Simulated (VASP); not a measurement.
## MoS2: relaxation of cell and atoms with PBE+D3(BJ)

Crystal: MoS2.

```
Mo S
1.0
     3.16900    0.00000    0.00000
    -1.58450    2.74443    0.00000
     0.00000    0.00000   12.32400
Mo S
2 4
Direct
  0.33333 0.66667 0.25000
  0.66667 0.33333 0.75000
  0.33333 0.66667 0.62300
  0.66667 0.33333 0.12300
  0.33333 0.66667 0.87700
  0.66667 0.33333 0.37700
```

```
Program                : VASP 6.6.1
Task                   : relaxation of cell and atoms
Functional             : PBE
Dispersion             : D3(BJ)
Potentials or basis    : VASP PAW PBE potentials, release 64 (Mo_sv, S)
Cutoff                 : 600 eV
k mesh                 : 12 × 12 × 4
Occupations            : gaussian, width 0.02 eV
Spin                   : no spin polarisation
Dipole correction      : no
Further INCAR settings : ALGO = Normal; EDIFF = 1e-06; IBRION = 2; EDIFFG = -0.005; NSW = 100; ISIF = 3
```

The relaxed volume is 17.29 Å³/atom, the relaxed cell is a = 3.149 Å, b = 3.149 Å, c = 12.081 Å, α = 90.00°, β = 90.00°, γ = 120.00° and the space group after relaxing (to 0.1 Å) is P6_3/mmc (No. 194). The energy gained by relaxing is 2.8 meV/atom. The ionic steps are 13, the pressure after relaxing is 0.0 GPa and the band gap on the k mesh is 0.80 eV (least direct gap 1.70 eV). The dispersion energy per atom is -0.438 eV.

Forces on the atoms (eV/Å):
```
Mo   0.000  0.000  0.000
Mo   0.000  0.000  0.000
S    0.000  0.000  0.002
S    0.000  0.000  0.002
S    0.000  0.000 -0.002
S    0.000  0.000 -0.002
```

Step by step:
```
step  energy change (eV)  largest force (eV/Å)  pressure (GPa)  volume (Å³)
   1              0.0000                0.0754           -2.05       107.18
   2              0.0163                0.5253            3.50       103.68
   3             -0.0088                0.1428           -0.08       105.85
   4             -0.0114                0.0589           -0.05       105.43
   5             -0.0115                0.0381           -0.05       105.33
   6             -0.0130                0.0332           -0.05       105.09
   7             -0.0161                0.0178           -0.06       104.39
   8             -0.0152                0.0149            0.06       102.98
   9             -0.0169                0.0090            0.00       103.84
  10             -0.0169                0.0080            0.00       103.80
  11             -0.0169                0.0073            0.00       103.77
  12             -0.0169                0.0214           -0.07       103.71
  13             -0.0169                0.0023           -0.03       103.75
```

Final structure:
```cif
data_structure
_symmetry_space_group_name_H-M 'P 1'
_symmetry_Int_Tables_number 1
_cell_length_a 3.1490
_cell_length_b 3.1490
_cell_length_c 12.0814
_cell_angle_alpha 90.000
_cell_angle_beta 90.000
_cell_angle_gamma 120.000
_cell_volume 103.75
loop_
_atom_site_label
_atom_site_type_symbol
_atom_site_fract_x
_atom_site_fract_y
_atom_site_fract_z
_atom_site_occupancy
Mo1 Mo 0.33333 0.66667 0.25000 1
Mo2 Mo 0.66667 0.33333 0.75000 1
S1 S 0.33333 0.66667 0.62044 1
S2 S 0.66667 0.33333 0.12044 1
S3 S 0.33333 0.66667 0.87956 1
S4 S 0.66667 0.33333 0.37956 1
```

Levels at points of the mesh, in eV from the valence-band top:
| k point | band 23 | band 24 | band 25 | band 26 | band 27 | band 28 | band 29 | band 30 |
| --- | --- | --- | --- | --- | --- | --- | --- | --- |
| (0.00, 0.00, 0.00) | -2.15 | -1.28 | -1.10 | 0.00 | 2.09 | 2.09 | 2.13 | 2.13 |
| (0.50, 0.00, 0.00) | -1.79 | -1.53 | -1.49 | -1.34 | 1.62 | 1.67 | 1.99 | 2.31 |
| (0.00, 0.00, 0.50) | -2.19 | -2.19 | -0.26 | -0.26 | 2.09 | 2.09 | 2.09 | 2.09 |
| (0.50, 0.00, 0.50) | -1.66 | -1.66 | -1.40 | -1.40 | 1.64 | 1.64 | 2.16 | 2.16 |

Run time: 15 min on 1 thread of Intel(R) Xeon(R) 6975P-C (Granite Rapids), on a shared host, peak memory 0.4 GiB.

A k mesh can miss the band edges. A hybrid or GW would open this gap; PBE tends to underestimate it.
